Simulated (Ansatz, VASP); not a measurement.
**Y2Se: VASP beside Ansatz**

INCAR

```
PREC = Accurate
ENCUT = 520
EDIFF = 1E-6
ISMEAR = 0
SIGMA = 0.1
LREAL = F
LASPH = T
NELM = 80
ALGO = Normal
ISIF = 2
LWAVE = F
LCHARG = F
LDIPOL = T
IDIPOL = 3
DIPOL = 0.5 0.5 0.513
GGA = PE
NBANDS = 21
```

Contents of KPOINTS:

```
Automatic mesh
0
Gamma
  6 6 1
```

Contents of POSCAR:

```
Y2Se
1.0
    4.6527950000      0.0000000000      0.0000000000
   -2.3263980000      4.0294390000      0.0000000000
    0.0000000000      0.0000000000     16.0000000000
Y Se
2 1
Direct
    0.3333333300      0.6666666700      0.5403144200
    0.6666666700      0.3333333300      0.5403144200
    0.0000000000      0.0000000000      0.4596855800
```

Input for Ansatz:

```yaml
crystal:
  lattice:
    - [4.652795, 0.0, 0.0]
    - [-2.326398, 4.029439, 0.0]
    - [0.0, 0.0, 16.0]
  atoms:
    - { symbol: "Y", position: [0.33333333, 0.66666667, 0.54031442] }
    - { symbol: "Y", position: [0.66666667, 0.33333333, 0.54031442] }
    - { symbol: Se, position: [0.0, 0.0, 0.45968558] }
  periodic: [true, true, false]
basis:
  ecutwfc: 420
kpoints:
  mp_grid: { grid: [6, 6, 1] }
hamiltonian:
  xc: pbe
scf:
  occupations: { method: gaussian, width: 0.1 }
  lower_state_search: "off"
output:
  forces: true
  stress: true
  eigenvalues: true
```

Alike in both runs: task single point; functional PBE; k mesh 6 × 6 × 1; occupations gaussian, width 0.1 eV; no spin polarisation.

```csv
,VASP,Ansatz
version,VASP 6.6.1,Ansatz 0.2.0
potentials or method,"VASP PAW PBE potentials, release 64 (Y_sv, Se), cutoff 520 eV","scalar-relativistic, plane waves, PAW"
valence electrons in the cell,28,38
```

|  | VASP | Ansatz | Ansatz less VASP |
| --- | --- | --- | --- |
| gap on the k mesh at the Fermi level (eV) | none | none | - |
| rms of the force components (eV/Å) | 0.177 | 0.176 | -0.0004 |

Atom by atom the forces differ by 0.000 eV/Å (rms over components). A gap of «none» marks a metal or a gap that the smearing closes. VASP's potentials hold 28 valence electrons a cell and Ansatz's 38, so a difference there can come from the potentials and not from the codes. Ansatz's warnings: slab cell height set.
